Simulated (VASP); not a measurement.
Input of a VASP 6.6.1 run:

INCAR

```
ALGO = Normal
EDIFF = 1E-6
ENCUT = 520
GGA = PE
ISIF = 2
ISMEAR = -1
LASPH = T
LCHARG = T
LELF = T
LREAL = F
LVHAR = T
LWAVE = F
NBANDS = 8
NELM = 60
PREC = Accurate
SIGMA = 0.08
```

KPOINTS

```
k-points
0
Gamma
  14 14 13
```

POSCAR

```
Sb
1.0
    3.0517192066      0.0000000000      0.0000000000
   -1.5258596033      2.6428663581      0.0000000000
    0.0000000000      0.0000000000      2.8699486212
Sb
1
Direct
    0.0000000000      0.0000000000      0.0000000000
```

Potentials or basis: VASP PAW PBE potentials, release 64 (Sb).

Command:

```bash
$ cat potpaw_PBE.64/Sb/POTCAR > POTCAR
$ mpirun -np 1 vasp_std > vasp.out
```

Problem. Predict the pressure.

Solution. 22.2 GPa.

Stress tensor (GPa, compression positive):
```
22.14  0.00  0.00
 0.00 22.14  0.00
 0.00  0.00 22.30
```
